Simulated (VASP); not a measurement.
# Zn2HS2 (buck sheet) in VASP: single point with PBE

Aim: the single point of Zn2HS2 (buck sheet) with PBE.

Program: VASP 6.6.1. These are calculated values, not measurements. Logs are shortened: lines on timing, memory, paths and dates and some standing lists are left out, and cuts for length are marked.

### Step 1. The cell of the first run

The cell holds a wire with vacuum, 20 atoms: a = 25.300 Å, b = 9.300 Å, c = 6.722 Å, α = 90.00°, β = 90.00°, γ = 90.00°.

### Step 2. Single point, PBE

The input, INCAR:

```
SYSTEM = Zn2HS2
PREC     = Accurate       ! precision mode
ENCUT    = 520            ! plane-wave cutoff, eV
EDIFF    = 1E-6           ! SCF threshold, eV
ISMEAR   = 0              ! smearing method
SIGMA    = 0.05           ! smearing width, eV
LREAL    = Auto         
LASPH    = .TRUE.         ! aspherical terms in the spheres
NELM     = 100            ! most SCF steps
ALGO     = Normal         ! electronic algorithm
ISIF     = 2              ! what is computed and relaxed
LWAVE    = .FALSE.        ! write WAVECAR
LCHARG   = .TRUE.         ! write CHGCAR
GGA      = PE             ! functional
LELF     = .TRUE.         ! ELF
LVHAR    = .TRUE.       
NBANDS   = 90             ! bands
```

The input, KPOINTS:

```
Automatic mesh
0
G
  1 1 5
  0 0 0
```

The input, POSCAR:

```
Zn2HS2
1.0
   25.3000000000      0.0000000000      0.0000000000
    0.0000000000      9.3000000000      0.0000000000
    0.0000000000      0.0000000000      6.7217141786
Zn S H
8 8 4
Direct
    0.6890879920      0.5000000000      0.3496530090
    0.7780183937      0.5000000000      0.8080627051
    0.5371694751      0.5000000000      0.3414357762
    0.6168439875      0.5000000000      0.8400846680
    0.3831560125      0.5000000000      0.3400846680
    0.4628305249      0.5000000000      0.8414357762
    0.2219816063      0.5000000000      0.3080627051
    0.3109120080      0.5000000000      0.8496530090
    0.7610765804      0.5000000000      0.1485469620
    0.6139245918      0.5000000000      0.1743072807
    0.6945230719      0.5000000000      0.6790991005
    0.4604333873      0.5000000000      0.1750320268
    0.5395666127      0.5000000000      0.6750320268
    0.3054769281      0.5000000000      0.1790991005
    0.3860754082      0.5000000000      0.6743072807
    0.2389234196      0.5000000000      0.6485469620
    0.8324321100      0.5000000000      0.7074579201
    0.1675678900      0.5000000000      0.2074579201
    0.8052252274      0.5000000000      0.2614636948
    0.1947747726      0.5000000000      0.7614636948
```

Potentials or basis: VASP PAW PBE potentials, release 64 (Zn, S, H).

On the command line:

```
> cat potpaw_PBE.64/Zn/POTCAR potpaw_PBE.64/S/POTCAR potpaw_PBE.64/H/POTCAR > POTCAR
> mpirun -np 1 vasp_std > vasp.out
```

OUTCAR:

```text
SYSTEM = Zn2HS2
   PREC = Accurate
   ENCUT = 520
   EDIFF = 1E-6
   ISMEAR = 0
   LREAL = Auto
   LASPH = .TRUE.
   NELM = 100
   ISIF = 2
   GGA = PE

 ion  position               nearest neighbor table
   1  0.689  0.500  0.350-  11 2.22  10 2.24   9 2.27
   2  0.778  0.500  0.808-  17 1.53  11 2.28   9 2.33
   3  0.537  0.500  0.341-  12 2.24  13 2.24  10 2.24
   4  0.617  0.500  0.840-  11 2.24  10 2.25  13 2.25
   5  0.383  0.500  0.340-  14 2.24  15 2.25  12 2.25
   6  0.463  0.500  0.841-  13 2.24  12 2.24  15 2.24
[... 8 lines left out ...]
  15  0.386  0.500  0.674-   8 2.24   6 2.24   5 2.25
  16  0.239  0.500  0.649-  20 1.35   8 2.27   7 2.33
  17  0.832  0.500  0.707-   2 1.53
  18  0.168  0.500  0.207-   7 1.53
  19  0.805  0.500  0.261-   9 1.35
  20  0.195  0.500  0.761-  16 1.35

  LATTYP: Found a simple orthorhombic cell.
 ALAT       =     6.7217141786
 B/A-ratio  =     1.3835756405
 C/A-ratio  =     3.7639208285

  Lattice vectors:

 A1 = (   0.0000000000,   0.0000000000,  -6.7217141786)
 A2 = (   0.0000000000,   9.3000000000,   0.0000000000)
 A3 = (  25.3000000000,   0.0000000000,   0.0000000000)

Analysis of symmetry for initial positions (statically):
=====================================================================
 Subroutine PRICEL returns:
 Original cell was already a primitive cell.

 Routine SETGRP: Setting up the symmetry group for a
 simple orthorhombic supercell.

 Subroutine GETGRP returns: Found  4 space group operations
 (whereof  2 operations were pure point group operations)
 out of a pool of  8 trial point group operations.

The static configuration has the point symmetry C_1h.
 The point group associated with its full space group is C_2v.

Analysis of symmetry for dynamics (positions and initial velocities):
=====================================================================
 Subroutine PRICEL returns:
 Original cell was already a primitive cell.

 Routine SETGRP: Setting up the symmetry group for a
 simple orthorhombic supercell.

 Subroutine GETGRP returns: Found  4 space group operations
 (whereof  2 operations were pure point group operations)
 out of a pool of  8 trial point group operations.

The dynamic configuration has the point symmetry C_1h.
 The point group associated with its full space group is C_2v.

 Subroutine INISYM returns: Found  4 space group operations
 (whereof  2 operations are pure point group operations),
 and found     1 'primitive' translations

----------------------------------------------------------------------------------------

                                     Primitive cell

  volume of cell :    1581.5521

  direct lattice vectors                    reciprocal lattice vectors
    25.300000000  0.000000000  0.000000000     0.039525692  0.000000000  0.000000000
     0.000000000  9.300000000  0.000000000     0.000000000  0.107526882  0.000000000
     0.000000000  0.000000000  6.721714179     0.000000000  0.000000000  0.148771574

  length of vectors
    25.300000000  9.300000000  6.721714179     0.039525692  0.107526882  0.148771574

  position of ions in fractional coordinates (direct lattice)
     0.689087992  0.500000000  0.349653009
     0.778018394  0.500000000  0.808062705
     0.537169475  0.500000000  0.341435776
     0.616843987  0.500000000  0.840084668
     0.383156013  0.500000000  0.340084668
     0.462830525  0.500000000  0.841435776
[... 12 lines left out ...]
     0.805225227  0.500000000  0.261463695
     0.194774773  0.500000000  0.761463695

  ion indices of the primitive-cell ions
   primitive index   ion index
                 1           1
                 2           2
                 3           3
                 4           4
                 5           5
                 6           6
[... 12 lines left out ...]
                19          19
                20          20

----------------------------------------------------------------------------------------

 KPOINTS: Automatic mesh

Automatic generation of k-mesh.
 Grid dimensions read from file:
 generate k-points for:    1    1    5

 Generating k-lattice:

  Cartesian coordinates                     Fractional coordinates (reciprocal lattice)
     0.039525692  0.000000000  0.000000000     1.000000000  0.000000000  0.000000000
     0.000000000  0.107526882  0.000000000     0.000000000  1.000000000  0.000000000
     0.000000000  0.000000000  0.029754315     0.000000000  0.000000000  0.200000000

  Length of vectors
     0.039525692  0.107526882  0.029754315

  Shift w.r.t. Gamma in fractional coordinates (k-lattice)
     0.000000000  0.000000000  0.000000000

 Subroutine IBZKPT returns following result:
 ===========================================

 Found      3 irreducible k-points:

 Following reciprocal coordinates:
            Coordinates               Weight
  0.000000  0.000000  0.000000      1.000000
  0.000000  0.000000  0.200000      2.000000
  0.000000  0.000000  0.400000      2.000000
   k-points           NKPTS =      3   k-points in BZ     NKDIM =      3   number of bands    NBANDS=     90
   number of dos      NEDOS =    301   number of ions     NIONS =     20
   total plane-waves  NPLWV = 672000
   dimension x,y,z NGX =   192 NGY =   70 NGZ =   50
   dimension x,y,z NGXF=   384 NGYF=  140 NGZF=  100
   ions per type =               8   8   4
   NGX,Y,Z   is equivalent  to a cutoff of  12.62, 12.51, 12.37 a.u.
   NGXF,Y,Z  is equivalent  to a cutoff of  25.23, 25.03, 24.73 a.u.
 SYSTEM =  Zn2HS2
   PREC   = accura    normal or accurate (medium, high low for compatibility)
   ISTART =      0    job   : 0-new  1-cont  2-samecut
   ICHARG =      2    charge: 1-file 2-atom 10-const
   ISPIN  =      1    spin polarized calculation?
   LNONCOLLINEAR =      F non collinear calculations
   LSORBIT =      F    spin-orbit coupling
   LASPH  =      T    aspherical Exc in radial PAW
   ENCUT  =  520.0 eV  38.22 Ry    6.18 a.u.  47.04 17.29 12.50*2*pi/ulx,y,z
   NELM   =    100;   NELMIN=  2; NELMDL= -5     # of ELM steps
   EDIFF  = 0.1E-05   stopping-criterion for ELM
   LREAL  =      T    real-space projection
   EDIFFG = 0.1E-04   stopping-criterion for IOM
   NSW    =      0    number of steps for IOM
   IBRION =     -1    ionic relax: 0-MD 1-quasi-New 2-CG
   NFREE  =      0    steps in history (QN), initial steepest desc. (CG)
   ISIF   =      2    stress and relaxation
   ISYM   =      2    0-nonsym 1-usesym 2-fastsym
   POTIM  = 0.5000    time-step for ionic-motion
   TEBEG  =    0.0;   TEEND  =   0.0 temperature during run
   PSTRESS=    0.0 pullay stress
   NELECT =     148.0000    total number of electrons
   NUPDOWN=      -1.0000    fix difference up-down
   EMIN   =  10.00;   EMAX   =-10.00  energy-range for DOS
   EFERMI =   0.00;   METHOD = LEGACY
   ISMEAR =     0;   SIGMA  =   0.05  broadening in eV -4-tet -1-fermi 0-gaus
   EFERMI_NEDOS =   21; number of points for ismear=-14 and -15
   IALGO  =     38    algorithm
   IMIX   =      4    mixing-type and parameters
     AMIX     =   0.40;   BMIX     =  1.00
     AMIX_MAG =   1.60;   BMIX_MAG =  1.00
  volume/ion in A,a.u.               =      79.08       533.64
  Fermi-wavevector in a.u.,A,eV,Ry     =   0.743249  1.404537  7.516114  0.552419
  Thomas-Fermi vector in A             =   1.838320
   LORBIT       =      0    0 simple, 1 ext, 2 COOP (PROOUT), +10 PAW based schemes
   GGA     = PE    functional components
   LHFCALC =     F    Hartree Fock is set to
   AEXX    =    0.0000 exact exchange contribution
   IVDW    =     0    specifies the selected vdW correction
   LEPSILON=     F    determine dielectric tensor
   LRPA    =     F    only Hartree local field effects (RPA)
 non-spin polarized calculation
 Gauss-broadening in eV      SIGMA  =   0.05
  energy-cutoff  :      520.00
  volume of cell :     1581.55
 maximum number of plane-waves:     42693
 NGX is ok and might be reduce to   192
   NGX = 95   NGY = 35   NGZ = 25

 number of electron     148.0000149 magnetization

 Free energy of the ion-electron system (eV)
  ---------------------------------------------------
  ext. energy  EPLUGINS =         0.00000000
  ---------------------------------------------------
  free energy    TOTEN  =       -62.76455940 eV

  energy without entropy =      -62.76455940  energy(sigma->0) =      -62.76455940

 E-fermi :  -4.4132     XC(G=0):  -3.0529

 val. band max:       -4.6746157001   @ k =   0.0000   0.0000   0.0000
 cond. band min:      -1.5626084029   @ k =   0.0000   0.0000   0.0000
 fundamental gap:      3.1120072972
 Fermi energy:        -4.4131670037

 k-point     1 :       0.0000    0.0000    0.0000
  band No.  band energies     occupation
      1     -16.9446      2.00000
      2     -16.9411      2.00000
      3     -16.5135      2.00000
      4     -16.2740      2.00000
      5     -16.0316      2.00000
      6     -15.9060      2.00000
[... 78 lines left out ...]
     85       0.8821      0.00000
     86       0.9192      0.00000

 k-point     2 :       0.0000    0.0000    0.2000
  band No.  band energies     occupation
      1     -16.9287      2.00000
      2     -16.9264      2.00000
      3     -16.4654      2.00000
      4     -16.2445      2.00000
      5     -16.0271      2.00000
      6     -15.9720      2.00000
[... 78 lines left out ...]
     85       0.6722      0.00000
     86       0.9952      0.00000

 k-point     3 :       0.0000    0.0000    0.4000
  band No.  band energies     occupation
      1     -16.9025      2.00000
      2     -16.9019      2.00000
      3     -16.3298      2.00000
      4     -16.1654      2.00000
      5     -16.1336      2.00000
      6     -16.0418      2.00000
[... 78 lines left out ...]
     85       0.6477      0.00000
     86       0.6602      0.00000
 [bands above 86 left out]

------------------------ aborting loop because EDIFF is reached ----------------------------------------

  FORCE on cell =-STRESS in cart. coord.  units (eV):
  Direction    XX          YY          ZZ          XY          YZ          ZX
  --------------------------------------------------------------------------------------
  -------------------------------------------------------------------------------------
  Total        0.3657032     -0.0221950      0.4543854      0.0000000      0.0000000      0.0000000
  in kB        0.3704724     -0.0224845      0.4603111      0.0000000      0.0000000      0.0000000
  external PRESSURE =       0.2694330 kB  Pullay stress =       0.0000000 kB

 VOLUME and BASIS-vectors are now :
 -----------------------------------------------------------------------------
  energy-cutoff  :      520.00
  volume of cell :     1581.55
      direct lattice vectors                 reciprocal lattice vectors
    25.300000000  0.000000000  0.000000000     0.039525692  0.000000000  0.000000000
     0.000000000  9.300000000  0.000000000     0.000000000  0.107526882  0.000000000
     0.000000000  0.000000000  6.721714179     0.000000000  0.000000000  0.148771574

 POSITION                                       TOTAL-FORCE (eV/Angst)
 -----------------------------------------------------------------------------------
     17.43393      4.65000      2.35027         0.000625      0.000000      0.002620
     19.68387      4.65000      5.43157         0.011628      0.000000     -0.022290
     13.59039      4.65000      2.29503        -0.003947      0.000000     -0.002125
     15.60615      4.65000      5.64681         0.001923      0.000000      0.002670
      9.69385      4.65000      2.28595        -0.001923      0.000000      0.002670
     11.70961      4.65000      5.65589         0.003947      0.000000     -0.002125
[... 12 lines left out ...]
     20.37220      4.65000      1.75748        -0.054030      0.000000     -0.039426
      4.92780      4.65000      5.11834         0.054030      0.000000     -0.039426
 -----------------------------------------------------------------------------------
    total drift:                               -0.000000      0.000000      0.007247

  FREE ENERGIE OF THE ION-ELECTRON SYSTEM (eV)
  ---------------------------------------------------
  free  energy   TOTEN  =       -62.7645594043 eV

  energy  without entropy=      -62.7645594043  energy(sigma->0) =      -62.76455940
```

Wall time 17 min (1 thread of Intel Xeon Platinum 8488C (Sapphire Rapids), shared host); peak memory 1.4 GiB.

Results:

| Property | Result |
| --- | --- |
| Free energy | -62.7646 eV |
| Largest force | 0.087 eV/Å |
| Band gap on the k mesh | 3.11 eV, direct |

Forces on the atoms (eV/Å):
```
Zn   0.001  0.000  0.003
Zn   0.012  0.000 -0.022
Zn  -0.004  0.000 -0.002
Zn   0.002  0.000  0.003
Zn  -0.002  0.000  0.003
Zn   0.004  0.000 -0.002
Zn  -0.012  0.000 -0.022
Zn  -0.001  0.000  0.003
S    0.065  0.000  0.058
S    0.002  0.000  0.000
S    0.000  0.000  0.005
S   -0.003  0.000 -0.002
S    0.003  0.000 -0.002
S    0.000  0.000  0.005
S   -0.002  0.000  0.000
S   -0.065  0.000  0.058
H    0.016  0.000 -0.002
H   -0.016  0.000 -0.002
H   -0.054  0.000 -0.039
H    0.054  0.000 -0.039
```

Levels at points of the mesh, in eV from the valence-band top:
| k point | band 70 | band 71 | band 72 | band 73 | band 74 | band 75 | band 76 | band 77 | band 78 | band 79 |
| --- | --- | --- | --- | --- | --- | --- | --- | --- | --- | --- |
| (0.00, 0.00, 0.00) | -0.10 | -0.08 | -0.01 | 0.00 | 0.00 | 3.11 | 4.00 | 4.60 | 4.88 | 4.93 |
